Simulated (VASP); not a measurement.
# CsSrF3 (P4/mmm) in VASP: notebook, part 2 of 3

VASP 6.6.1. Earlier steps stand in the parts before.

## Step 3: Single point, LDA (strain -0.030 along x and y, +0.015 along z)

The input, INCAR:

```
SYSTEM = CsSrF3
PREC = Accurate ; ENCUT = 520
EDIFF = 1E-6 ; ISMEAR = 0
SIGMA = 0.05 ; LREAL = .False.
LASPH = .True. ; NELM = 100
ALGO = Normal ; ISIF = 2
LWAVE = .False. ; LCHARG = .False.
NBANDS = 28
```

The input, KPOINTS:

```
regular mesh
0
Gamma
  6 6 6
  0 0 0
```

The input, POSCAR:

```
CsSrF3
1.0
    4.6203495997      0.0000000000      0.0000000000
    0.0000000000      4.6203495997      0.0000000000
    0.0000000000      0.0000000000      4.8346957152
Cs Sr F
1 1 3
Direct
    0.0000000000      0.0000000000      0.0000000000
    0.5000000000      0.5000000000      0.5000000000
    0.0000000000      0.5000000000      0.5000000000
    0.5000000000      0.0000000000      0.5000000000
    0.5000000000      0.5000000000      0.0000000000
```

Potentials or basis: VASP PAW LDA potentials, release 64 (Cs_sv, Sr_sv, F).

Launch:

```
cat potpaw_LDA.64/Cs_sv/POTCAR potpaw_LDA.64/Sr_sv/POTCAR potpaw_LDA.64/F/POTCAR > POTCAR
mpirun -np 1 vasp_std > vasp.out
```

OUTCAR:

```text
SYSTEM = CsSrF3
   PREC = Accurate
   ENCUT = 520
   EDIFF = 1E-6
   ISMEAR = 0
   LREAL = .False.
   LASPH = .True.
   NELM = 100
   ISIF = 2

 ion  position               nearest neighbor table
   1  0.000  0.000  0.000-   2 4.06   2 4.06   2 4.06   2 4.06   2 4.06   2 4.06   2 4.06   2 4.06

   2  0.500  0.500  0.500-   3 2.31   4 2.31   4 2.31   3 2.31   5 2.42   5 2.42   1 4.06   1 4.06
                             1 4.06   1 4.06   1 4.06   1 4.06   1 4.06   1 4.06
   3  0.000  0.500  0.500-   2 2.31   2 2.31
   4  0.500  0.000  0.500-   2 2.31   2 2.31
   5  0.500  0.500  0.000-   2 2.42   2 2.42

  LATTYP: Found a simple tetragonal cell.
 ALAT       =     4.6203495997
 C/A-ratio  =     1.0463917526

  Lattice vectors:

 A1 = (   4.6203495997,   0.0000000000,   0.0000000000)
 A2 = (   0.0000000000,   4.6203495997,   0.0000000000)
 A3 = (   0.0000000000,   0.0000000000,   4.8346957152)

Analysis of symmetry for initial positions (statically):
=====================================================================
 Subroutine PRICEL returns:
 Original cell was already a primitive cell.

 Routine SETGRP: Setting up the symmetry group for a
 simple tetragonal supercell.

 Subroutine GETGRP returns: Found 16 space group operations
 (whereof 16 operations were pure point group operations)
 out of a pool of 16 trial point group operations.

The static configuration has the point symmetry D_4h.

Analysis of symmetry for dynamics (positions and initial velocities):
=====================================================================
 Subroutine PRICEL returns:
 Original cell was already a primitive cell.

 Routine SETGRP: Setting up the symmetry group for a
 simple tetragonal supercell.

 Subroutine GETGRP returns: Found 16 space group operations
 (whereof 16 operations were pure point group operations)
 out of a pool of 16 trial point group operations.

The dynamic configuration has the point symmetry D_4h.

 Subroutine INISYM returns: Found 16 space group operations
 (whereof 16 operations are pure point group operations),
 and found     1 'primitive' translations

----------------------------------------------------------------------------------------

                                     Primitive cell

  volume of cell :     103.2093

  direct lattice vectors                    reciprocal lattice vectors
     4.620349600  0.000000000  0.000000000     0.216433839  0.000000000  0.000000000
     0.000000000  4.620349600  0.000000000     0.000000000  0.216433839  0.000000000
     0.000000000  0.000000000  4.834695715     0.000000000  0.000000000  0.206838250

  length of vectors
     4.620349600  4.620349600  4.834695715     0.216433839  0.216433839  0.206838250

  position of ions in fractional coordinates (direct lattice)
     0.000000000  0.000000000  0.000000000
     0.500000000  0.500000000  0.500000000
     0.000000000  0.500000000  0.500000000
     0.500000000  0.000000000  0.500000000
     0.500000000  0.500000000  0.000000000

  ion indices of the primitive-cell ions
   primitive index   ion index
                 1           1
                 2           2
                 3           3
                 4           4
                 5           5

----------------------------------------------------------------------------------------

 KPOINTS: regular mesh

Automatic generation of k-mesh.
 Grid dimensions read from file:
 generate k-points for:    6    6    6

 Generating k-lattice:

  Cartesian coordinates                     Fractional coordinates (reciprocal lattice)
     0.036072306  0.000000000  0.000000000     0.166666667  0.000000000  0.000000000
     0.000000000  0.036072306  0.000000000     0.000000000  0.166666667  0.000000000
     0.000000000  0.000000000  0.034473042     0.000000000  0.000000000  0.166666667

  Length of vectors
     0.036072306  0.036072306  0.034473042

  Shift w.r.t. Gamma in fractional coordinates (k-lattice)
     0.000000000  0.000000000  0.000000000

 Subroutine IBZKPT returns following result:
 ===========================================

 Found     40 irreducible k-points:

 Following reciprocal coordinates:
            Coordinates               Weight
  0.000000  0.000000  0.000000      1.000000
  0.166667  0.000000  0.000000      4.000000
  0.333333  0.000000  0.000000      4.000000
  0.500000  0.000000  0.000000      2.000000
  0.166667  0.166667  0.000000      4.000000
  0.333333  0.166667  0.000000      8.000000
[... 16 lines left out ...]
  0.333333  0.000000  0.333333      8.000000
  0.500000  0.000000  0.333333      4.000000
 [... further k-points ...]
   k-points           NKPTS =     40   k-points in BZ     NKDIM =     40   number of bands    NBANDS=     28
   number of dos      NEDOS =    301   number of ions     NIONS =      5
   total plane-waves  NPLWV =  46656
   dimension x,y,z NGX =    36 NGY =   36 NGZ =   36
   dimension x,y,z NGXF=    72 NGYF=   72 NGZF=   72
   ions per type =               1   1   3
   NGX,Y,Z   is equivalent  to a cutoff of  12.95, 12.95, 12.38 a.u.
   NGXF,Y,Z  is equivalent  to a cutoff of  25.91, 25.91, 24.76 a.u.
 SYSTEM =  CsSrF3
   PREC   = accura    normal or accurate (medium, high low for compatibility)
   ISTART =      0    job   : 0-new  1-cont  2-samecut
   ICHARG =      2    charge: 1-file 2-atom 10-const
   ISPIN  =      1    spin polarized calculation?
   LNONCOLLINEAR =      F non collinear calculations
   LSORBIT =      F    spin-orbit coupling
   LASPH  =      T    aspherical Exc in radial PAW
   ENCUT  =  520.0 eV  38.22 Ry    6.18 a.u.   8.59  8.59  8.99*2*pi/ulx,y,z
   NELM   =    100;   NELMIN=  2; NELMDL= -5     # of ELM steps
   EDIFF  = 0.1E-05   stopping-criterion for ELM
   LREAL  =      F    real-space projection
   EDIFFG = 0.1E-04   stopping-criterion for IOM
   NSW    =      0    number of steps for IOM
   IBRION =     -1    ionic relax: 0-MD 1-quasi-New 2-CG
   NFREE  =      0    steps in history (QN), initial steepest desc. (CG)
   ISIF   =      2    stress and relaxation
   ISYM   =      2    0-nonsym 1-usesym 2-fastsym
   POTIM  = 0.5000    time-step for ionic-motion
   TEBEG  =    0.0;   TEEND  =   0.0 temperature during run
   PSTRESS=    0.0 pullay stress
   NELECT =      40.0000    total number of electrons
   NUPDOWN=      -1.0000    fix difference up-down
   EMIN   =  10.00;   EMAX   =-10.00  energy-range for DOS
   EFERMI =   0.00;   METHOD = LEGACY
   ISMEAR =     0;   SIGMA  =   0.05  broadening in eV -4-tet -1-fermi 0-gaus
   EFERMI_NEDOS =   21; number of points for ismear=-14 and -15
   IALGO  =     38    algorithm
   IMIX   =      4    mixing-type and parameters
     AMIX     =   0.40;   BMIX     =  1.00
     AMIX_MAG =   1.60;   BMIX_MAG =  1.00
  volume/ion in A,a.u.               =      20.64       139.30
  Fermi-wavevector in a.u.,A,eV,Ry     =   1.193590  2.255558 19.383641  1.424657
  Thomas-Fermi vector in A             =   2.329601
   LORBIT       =      0    0 simple, 1 ext, 2 COOP (PROOUT), +10 PAW based schemes
   GGA     = CA    functional components
   LHFCALC =     F    Hartree Fock is set to
   AEXX    =    0.0000 exact exchange contribution
   IVDW    =     0    specifies the selected vdW correction
   LEPSILON=     F    determine dielectric tensor
   LRPA    =     F    only Hartree local field effects (RPA)
 non-spin polarized calculation
 Gauss-broadening in eV      SIGMA  =   0.05
  energy-cutoff  :      520.00
  volume of cell :      103.21
 maximum number of plane-waves:      2793
 NGX is ok and might be reduce to    36
   NGX = 17   NGY = 17   NGZ = 17

 number of electron      40.0000014 magnetization

 Free energy of the ion-electron system (eV)
  ---------------------------------------------------
  ext. energy  EPLUGINS =         0.00000000
  ---------------------------------------------------
  free energy    TOTEN  =       -27.14297462 eV

  energy without entropy =      -27.14297462  energy(sigma->0) =      -27.14297462

 E-fermi :  -1.9247     XC(G=0):  -9.2959

 val. band max:       -2.2162018401   @ k =   0.0000   0.0000   0.0000
 cond. band min:       3.9253926554   @ k =   0.0000   0.0000   0.0000
 fundamental gap:      6.1415944954
 Fermi energy:        -1.9247414583

 k-point     1 :       0.0000    0.0000    0.0000
  band No.  band energies     occupation
      1     -31.6845      2.00000
      2     -20.9987      2.00000
      3     -20.9734      2.00000
      4     -20.7909      2.00000
      5     -19.8950      2.00000
      6     -14.1889      2.00000
[... 20 lines left out ...]
     27       9.9145      0.00000
[... 691 lines left out ...]
      6     -14.1650      2.00000
[... 20 lines left out ...]
     27       8.6948      0.00000
     28       9.6806      0.00000

 [... further k-points ...]
[... 5 lines left out ...]
  --------------------------------------------------------------------------------------
  -------------------------------------------------------------------------------------
  Total        0.3118520      0.3118520     -2.1919042      0.0000000     -0.0000000      0.0000000
  in kB        4.8410586      4.8410586    -34.0261912      0.0000000     -0.0000000      0.0000000
  external PRESSURE =      -8.1146913 kB  Pullay stress =       0.0000000 kB

 VOLUME and BASIS-vectors are now :
 -----------------------------------------------------------------------------
  energy-cutoff  :      520.00
  volume of cell :      103.21
      direct lattice vectors                 reciprocal lattice vectors
     4.620349600  0.000000000  0.000000000     0.216433839  0.000000000  0.000000000
     0.000000000  4.620349600  0.000000000     0.000000000  0.216433839  0.000000000
     0.000000000  0.000000000  4.834695715     0.000000000  0.000000000  0.206838250

 POSITION                                       TOTAL-FORCE (eV/Angst)
 -----------------------------------------------------------------------------------
      0.00000      0.00000      0.00000         0.000000      0.000000      0.000000
      2.31017      2.31017      2.41735         0.000000      0.000000      0.000000
      0.00000      2.31017      2.41735         0.000000      0.000000      0.000000
      2.31017      0.00000      2.41735         0.000000      0.000000      0.000000
      2.31017      2.31017      0.00000         0.000000      0.000000      0.000000
 -----------------------------------------------------------------------------------
    total drift:                                0.000000      0.000000      0.000000

  FREE ENERGIE OF THE ION-ELECTRON SYSTEM (eV)
  ---------------------------------------------------
  free  energy   TOTEN  =       -27.1429746233 eV

  energy  without entropy=      -27.1429746233  energy(sigma->0) =      -27.14297462
```

OSZICAR:

```text
N       E                     dE             d eps       ncg     rms          rms(c)
DAV:   1     0.267518840407E+03    0.26752E+03   -0.21521E+04  2240   0.135E+03
DAV:   2    -0.127591020838E+02   -0.28028E+03   -0.27319E+03  2768   0.299E+02
DAV:   3    -0.297570793955E+02   -0.16998E+02   -0.16942E+02  3000   0.749E+01
DAV:   4    -0.304455908387E+02   -0.68851E+00   -0.68725E+00  3636   0.948E+00
DAV:   5    -0.304511640416E+02   -0.55732E-02   -0.55730E-02  2812   0.830E-01    0.239E+01
DAV:   6    -0.273794205902E+02    0.30717E+01   -0.11331E+01  2448   0.249E+01    0.204E+01
DAV:   7    -0.272657989866E+02    0.11362E+00   -0.13707E+00  2860   0.602E+00    0.968E+00
DAV:   8    -0.271583441723E+02    0.10745E+00   -0.18833E-01  2800   0.312E+00    0.141E+00
DAV:   9    -0.271442722199E+02    0.14072E-01   -0.57545E-02  2876   0.131E+00    0.475E-01
DAV:  10    -0.271430844180E+02    0.11878E-02   -0.55461E-03  2848   0.456E-01    0.319E-01
DAV:  11    -0.271429889301E+02    0.95488E-04   -0.53018E-04  2884   0.139E-01    0.281E-02
DAV:  12    -0.271429757465E+02    0.13184E-04   -0.80429E-05  3156   0.585E-02    0.226E-02
DAV:  13    -0.271429746037E+02    0.11429E-05   -0.23482E-05  3136   0.285E-02    0.100E-02
DAV:  14    -0.271429746233E+02   -0.19666E-07   -0.23458E-06  2112   0.891E-03
   1 F= -.27142975E+02 E0= -.27142975E+02  d E =-.500291E-17
```

stdout:

```text
POSCAR found type information on POSCAR CsSrF
 POSCAR found :  3 types and       5 ions
 scaLAPACK will be used
 LDA part: xc-table for (Slater(with rela. corr.)+CA(PZ))
 , standard interpolation
 POSCAR, INCAR and KPOINTS ok, starting setup
 FFT: planning ... GRIDC
 FFT: planning ... GRID_SOFT
 FFT: planning ... GRID
 WAVECAR not read
 entering main loop
```

Run time: 55 s. Hardware: 1 thread of AMD EPYC 9R45 (Zen 5), shared host; peak memory 0.21 GiB.

Results:

```
Free energy            : -27.1430 eV
Pressure               : -0.8 GPa
Band gap on the k mesh : 6.14 eV, direct
```

Caveat: the cell differs from its parent crystal (strain -0.030 along x and y, +0.015 along z); spin-orbit coupling is left out, which moves the levels of the heavy elements. A k mesh can miss the band edges.

(Continued in part 3 of 3.)
